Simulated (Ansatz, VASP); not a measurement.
PdAuC6N6: VASP beside Ansatz

```
Pd C Au N
1.0
     0.00000    5.11700    5.11700
     5.11700    0.00000    5.11700
     5.11700    5.11700    0.00000
Pd C Au N
1 6 1 6
Direct
  0.50000 0.50000 0.50000
  0.81268 0.18732 0.18732
  0.18732 0.81268 0.18732
  0.18732 0.18732 0.81268
  0.18732 0.81268 0.81268
  0.81268 0.18732 0.81268
  0.81268 0.81268 0.18732
  0.00000 0.00000 0.00000
  0.69836 0.30164 0.30164
  0.30164 0.69836 0.30164
  0.30164 0.30164 0.69836
  0.30164 0.69836 0.69836
  0.69836 0.30164 0.69836
  0.69836 0.69836 0.30164
```

Alike in both runs: task single point; functional PBE; k mesh 4 × 4 × 4; occupations gaussian, width 0.1 eV; no spin polarisation.

```csv
,VASP,Ansatz
version,VASP 6.6.1,Ansatz 0.2.0
potentials or method,"VASP PAW PBE potentials, release 64 (Pd, C, Au, N), cutoff 520 eV","scalar-relativistic, plane waves, PAW"
valence electrons in the cell,75,91
```

Ansatz gave:

* gap on the k mesh at the Fermi level (eV): none
* pressure (GPa): 15.5
* rms of the force components (eV/Å): 1.970

Question: Which values does VASP return?

Answer: gap on the k mesh at the Fermi level (eV): none; pressure (GPa): 15.8; rms of the force components (eV/Å): 1.771.

Atom by atom the forces differ by 0.211 eV/Å (rms over components). A gap of «none» marks a metal or a gap that the smearing closes. VASP's potentials hold 75 valence electrons a cell and Ansatz's 91, so a difference there can come from the potentials and not from the codes.

Spin-orbit coupling is off throughout. Noted on VASP's run: the standard files for N, O and F lose accuracy on very short bonds.
